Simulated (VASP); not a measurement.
# SiC (km) (F-43m) in VASP: single point with PBEsol

Aim: the single point of SiC (km) with PBEsol.

Everything below comes from runs of VASP 6.6.1. Logs are shortened: lines on timing, memory, paths and dates and some standing lists are left out, and cuts for length are marked.

### 1 The cell of the first run

The structure is cubic, space group F-43m (No. 216). Conventional cell: a = 4.357 Å, b = 4.357 Å, c = 4.357 Å, α = 90.00°, β = 90.00°, γ = 90.00°. Within 2.5 Å of Si (site symmetry -43m) lie 4 C at 1.89 Å. Within 2.5 Å of C (site symmetry -43m) lie 4 Si at 1.89 Å.

### 2 Single point, PBEsol

INCAR

```
PREC = Accurate
ENCUT = 600
EDIFF = 1E-6
ISMEAR = 0
SIGMA = 0.02
LREAL = F
LASPH = T
NELM = 120
ALGO = Normal
ISIF = 2
LWAVE = F
LCHARG = T
GGA = PS
LELF = T
LVHAR = T
NBANDS = 11
GGA_COMPAT = F
```

KPOINTS

```
Automatic mesh
0
Gamma
  6 6 6
```

POSCAR

```
SiC
1.0
    0.0000000000      2.1784489659      2.1784489659
    2.1784489659      0.0000000000      2.1784489659
    2.1784489659      2.1784489659      0.0000000000
Si C
1 1
Direct
    0.7500000000      0.7500000000      0.7500000000
    0.0000000000      0.0000000000      0.0000000000
```

Potentials or basis: VASP PAW PBE potentials, release 64 (Si, C).

Started as:

```bash
cat potpaw_PBE.64/Si/POTCAR potpaw_PBE.64/C/POTCAR > POTCAR
mpirun -np 1 vasp_std > vasp.out
```

OUTCAR:

```text
PREC = Accurate
   ENCUT = 600
   EDIFF = 1E-6
   ISMEAR = 0
   LREAL = F
   LASPH = T
   NELM = 120
   ISIF = 2
   GGA = PS

 ion  position               nearest neighbor table
   1  0.750  0.750  0.750-   2 1.89   2 1.89   2 1.89   2 1.89
   2  0.000  0.000  0.000-   1 1.89   1 1.89   1 1.89   1 1.89

  LATTYP: Found a face centered cubic cell.
 ALAT       =     4.3568979318

  Lattice vectors:

 A1 = (   0.0000000000,   2.1784489659,   2.1784489659)
 A2 = (   2.1784489659,   0.0000000000,   2.1784489659)
 A3 = (   2.1784489659,   2.1784489659,   0.0000000000)

Analysis of symmetry for initial positions (statically):
=====================================================================
 Subroutine PRICEL returns:
 Original cell was already a primitive cell.

 Routine SETGRP: Setting up the symmetry group for a
 face centered cubic supercell.

 Subroutine GETGRP returns: Found 24 space group operations
 (whereof 24 operations were pure point group operations)
 out of a pool of 48 trial point group operations.

The static configuration has the point symmetry T_d .

Analysis of symmetry for dynamics (positions and initial velocities):
=====================================================================
 Subroutine PRICEL returns:
 Original cell was already a primitive cell.

 Routine SETGRP: Setting up the symmetry group for a
 face centered cubic supercell.

 Subroutine GETGRP returns: Found 24 space group operations
 (whereof 24 operations were pure point group operations)
 out of a pool of 48 trial point group operations.

The dynamic configuration has the point symmetry T_d .

 Subroutine INISYM returns: Found 24 space group operations
 (whereof 24 operations are pure point group operations),
 and found     1 'primitive' translations

----------------------------------------------------------------------------------------

                                     Primitive cell

  volume of cell :      20.6763

  direct lattice vectors                    reciprocal lattice vectors
     0.000000000  2.178448966  2.178448966    -0.229521099  0.229521099  0.229521099
     2.178448966  0.000000000  2.178448966     0.229521099 -0.229521099  0.229521099
     2.178448966  2.178448966  0.000000000     0.229521099  0.229521099 -0.229521099

  length of vectors
     3.080792073  3.080792073  3.080792073     0.397542204  0.397542204  0.397542204

  position of ions in fractional coordinates (direct lattice)
     0.750000000  0.750000000  0.750000000
     0.000000000  0.000000000  0.000000000

  ion indices of the primitive-cell ions
   primitive index   ion index
                 1           1
                 2           2

----------------------------------------------------------------------------------------

 KPOINTS: Automatic mesh

Automatic generation of k-mesh.
 Grid dimensions read from file:
 generate k-points for:    6    6    6

 Generating k-lattice:

  Cartesian coordinates                     Fractional coordinates (reciprocal lattice)
    -0.038253516  0.038253516  0.038253516     0.166666667  0.000000000  0.000000000
     0.038253516 -0.038253516  0.038253516     0.000000000  0.166666667  0.000000000
     0.038253516  0.038253516 -0.038253516     0.000000000  0.000000000  0.166666667

  Length of vectors
     0.066257034  0.066257034  0.066257034

  Shift w.r.t. Gamma in fractional coordinates (k-lattice)
     0.000000000  0.000000000  0.000000000

 Subroutine IBZKPT returns following result:
 ===========================================

 Found     16 irreducible k-points:

 Following reciprocal coordinates:
            Coordinates               Weight
  0.000000  0.000000  0.000000      1.000000
  0.166667  0.000000  0.000000      8.000000
  0.333333  0.000000  0.000000      8.000000
  0.500000  0.000000  0.000000      4.000000
  0.166667  0.166667  0.000000      6.000000
  0.333333  0.166667  0.000000     24.000000
[... 8 lines left out ...]
 -0.333333  0.333333  0.166667     24.000000
 -0.333333  0.500000  0.166667     12.000000
   k-points           NKPTS =     16   k-points in BZ     NKDIM =     16   number of bands    NBANDS=     11
   number of dos      NEDOS =    301   number of ions     NIONS =      2
   total plane-waves  NPLWV =  21952
   dimension x,y,z NGX =    28 NGY =   28 NGZ =   28
   dimension x,y,z NGXF=    56 NGYF=   56 NGZF=   56
   ions per type =               1   1
   NGX,Y,Z   is equivalent  to a cutoff of  15.11, 15.11, 15.11 a.u.
   NGXF,Y,Z  is equivalent  to a cutoff of  30.22, 30.22, 30.22 a.u.
 SYSTEM =  unknown system
   PREC   = accura    normal or accurate (medium, high low for compatibility)
   ISTART =      0    job   : 0-new  1-cont  2-samecut
   ICHARG =      2    charge: 1-file 2-atom 10-const
   ISPIN  =      1    spin polarized calculation?
   LNONCOLLINEAR =      F non collinear calculations
   LSORBIT =      F    spin-orbit coupling
   LASPH  =      T    aspherical Exc in radial PAW
   ENCUT  =  600.0 eV  44.10 Ry    6.64 a.u.   6.15  6.15  6.15*2*pi/ulx,y,z
   NELM   =    120;   NELMIN=  2; NELMDL= -5     # of ELM steps
   EDIFF  = 0.1E-05   stopping-criterion for ELM
   LREAL  =      F    real-space projection
   EDIFFG = 0.1E-04   stopping-criterion for IOM
   NSW    =      0    number of steps for IOM
   IBRION =     -1    ionic relax: 0-MD 1-quasi-New 2-CG
   NFREE  =      0    steps in history (QN), initial steepest desc. (CG)
   ISIF   =      2    stress and relaxation
   ISYM   =      2    0-nonsym 1-usesym 2-fastsym
   POTIM  = 0.5000    time-step for ionic-motion
   TEBEG  =    0.0;   TEEND  =   0.0 temperature during run
   PSTRESS=    0.0 pullay stress
   NELECT =       8.0000    total number of electrons
   NUPDOWN=      -1.0000    fix difference up-down
   EMIN   =  10.00;   EMAX   =-10.00  energy-range for DOS
   EFERMI =   0.00;   METHOD = LEGACY
   ISMEAR =     0;   SIGMA  =   0.02  broadening in eV -4-tet -1-fermi 0-gaus
   EFERMI_NEDOS =   21; number of points for ismear=-14 and -15
   IALGO  =     38    algorithm
   IMIX   =      4    mixing-type and parameters
     AMIX     =   0.40;   BMIX     =  1.00
     AMIX_MAG =   1.60;   BMIX_MAG =  1.00
  volume/ion in A,a.u.               =      10.34        69.77
  Fermi-wavevector in a.u.,A,eV,Ry     =   1.192928  2.254306 19.362130  1.423076
  Thomas-Fermi vector in A             =   2.328954
   LORBIT       =      0    0 simple, 1 ext, 2 COOP (PROOUT), +10 PAW based schemes
   GGA     = PS    functional components
   LHFCALC =     F    Hartree Fock is set to
   AEXX    =    0.0000 exact exchange contribution
   IVDW    =     0    specifies the selected vdW correction
   LEPSILON=     F    determine dielectric tensor
   LRPA    =     F    only Hartree local field effects (RPA)
 non-spin polarized calculation
 Gauss-broadening in eV      SIGMA  =   0.02
  energy-cutoff  :      600.00
  volume of cell :       20.68
 maximum number of plane-waves:       701
 NGX is ok and might be reduce to    28
   NGX = 13   NGY = 13   NGZ = 13

 number of electron       8.0000000 magnetization

 Free energy of the ion-electron system (eV)
  ---------------------------------------------------
  ext. energy  EPLUGINS =         0.00000000
  ---------------------------------------------------
  free energy    TOTEN  =       -15.90475141 eV

  energy without entropy =      -15.90475141  energy(sigma->0) =      -15.90475141

 E-fermi :   8.2063     XC(G=0): -11.5065

 val. band max:        8.0723761790   @ k =   0.0000   0.0000   0.0000
 cond. band min:       9.2987402838   @ k =   0.5000   0.5000   0.0000
 fundamental gap:      1.2263641048
 Fermi energy:         8.2063202470

 k-point     1 :       0.0000    0.0000    0.0000
  band No.  band energies     occupation
      1      -7.3614      2.00000
      2       8.0724      2.00000
      3       8.0724      2.00000
      4       8.0724      2.00000
      5      14.2660      0.00000
      6      15.3138      0.00000
      7      15.3138      0.00000
      8      15.3138      0.00000
      9      22.5271      0.00000
     10      22.5271      0.00000
     11      24.3403      0.00000

 k-point     2 :       0.1667    0.0000    0.0000
  band No.  band energies     occupation
      1      -6.8193      2.00000
      2       5.6860      2.00000
      3       7.7398      2.00000
      4       7.7398      2.00000
      5      14.3547      0.00000
      6      15.8328      0.00000
      7      15.8328      0.00000
      8      16.3699      0.00000
      9      20.9542      0.00000
     10      20.9542      0.00000
     11      23.5287      0.00000

 k-point     3 :       0.3333    0.0000    0.0000
  band No.  band energies     occupation
      1      -5.2814      2.00000
      2       1.8582      2.00000
      3       7.2238      2.00000
      4       7.2238      2.00000
      5      13.6980      0.00000
      6      15.6334      0.00000
      7      15.6334      0.00000
      8      17.8870      0.00000
      9      22.2682      0.00000
     10      22.2682      0.00000
     11      23.1449      0.00000

 k-point     4 :       0.5000    0.0000    0.0000
  band No.  band energies     occupation
      1      -3.7524      2.00000
      2      -0.5351      2.00000
      3       7.0150      2.00000
      4       7.0150      2.00000
      5      13.4490      0.00000
      6      15.2086      0.00000
      7      15.2086      0.00000
      8      17.9881      0.00000
      9      24.0879      0.00000
     10      25.2136      0.00000
     11      25.2136      0.00000
[... 127 lines left out ...]
 k-point    14 :       0.5000    0.3333    0.1667
  band No.  band energies     occupation
      1      -3.9867      2.00000
      2       2.1024      2.00000
      3       3.9252      2.00000
      4       5.6229      2.00000
      5      12.8667      0.00000
      6      15.7265      0.00000
      7      16.5859      0.00000
      8      19.6757      0.00000
      9      21.3129      0.00000
     10      24.7796      0.00000
     11      28.5723      0.00000

 k-point    15 :      -0.3333    0.3333    0.1667
  band No.  band energies     occupation
      1      -2.6586      2.00000
      2       0.6504      2.00000
      3       3.3139      2.00000
      4       4.9094      2.00000
      5      13.0924      0.00000
      6      15.8815      0.00000
      7      18.3308      0.00000
      8      19.2511      0.00000
      9      20.9181      0.00000
     10      24.4458      0.00000
     11      29.1177      0.00000

 k-point    16 :      -0.3333    0.5000    0.1667
  band No.  band energies     occupation
      1      -2.1116      2.00000
      2       0.7527      2.00000
      3       3.5088      2.00000
      4       3.6289      2.00000
      5      11.9649      0.00000
      6      15.0661      0.00000
      7      18.8302      0.00000
      8      20.1988      0.00000
      9      22.1815      0.00000
     10      25.6932      0.00000
     11      29.1956      0.00000

------------------------ aborting loop because EDIFF is reached ----------------------------------------

  FORCE on cell =-STRESS in cart. coord.  units (eV):
  Direction    XX          YY          ZZ          XY          YZ          ZX
  --------------------------------------------------------------------------------------
  -------------------------------------------------------------------------------------
  Total        0.0325089      0.0325089      0.0325089      0.0000000      0.0000000      0.0000000
  in kB        2.5190743      2.5190743      2.5190743      0.0000000      0.0000000      0.0000000
  external PRESSURE =       2.5190743 kB  Pullay stress =       0.0000000 kB

 VOLUME and BASIS-vectors are now :
 -----------------------------------------------------------------------------
  energy-cutoff  :      600.00
  volume of cell :       20.68
      direct lattice vectors                 reciprocal lattice vectors
     0.000000000  2.178448966  2.178448966    -0.229521099  0.229521099  0.229521099
     2.178448966  0.000000000  2.178448966     0.229521099 -0.229521099  0.229521099
     2.178448966  2.178448966  0.000000000     0.229521099  0.229521099 -0.229521099

 POSITION                                       TOTAL-FORCE (eV/Angst)
 -----------------------------------------------------------------------------------
      3.26767      3.26767      3.26767         0.000000      0.000000      0.000000
      0.00000      0.00000      0.00000        -0.000000     -0.000000     -0.000000
 -----------------------------------------------------------------------------------
    total drift:                               -0.000000     -0.000000     -0.000000

  FREE ENERGIE OF THE ION-ELECTRON SYSTEM (eV)
  ---------------------------------------------------
  free  energy   TOTEN  =       -15.9047514120 eV

  energy  without entropy=      -15.9047514120  energy(sigma->0) =      -15.90475141
```

It took 14 s on 1 thread of Intel Xeon 8259CL, shared host; peak memory 0.15 GiB.

What came out:

- Free energy: -15.9048 eV
- Pressure: 0.3 GPa
- Band gap on the k mesh: 1.23 eV, indirect (least direct gap 4.44 eV)

Caveat: the PAW data sets were made with another functional, which shifts forces and pressure a little.
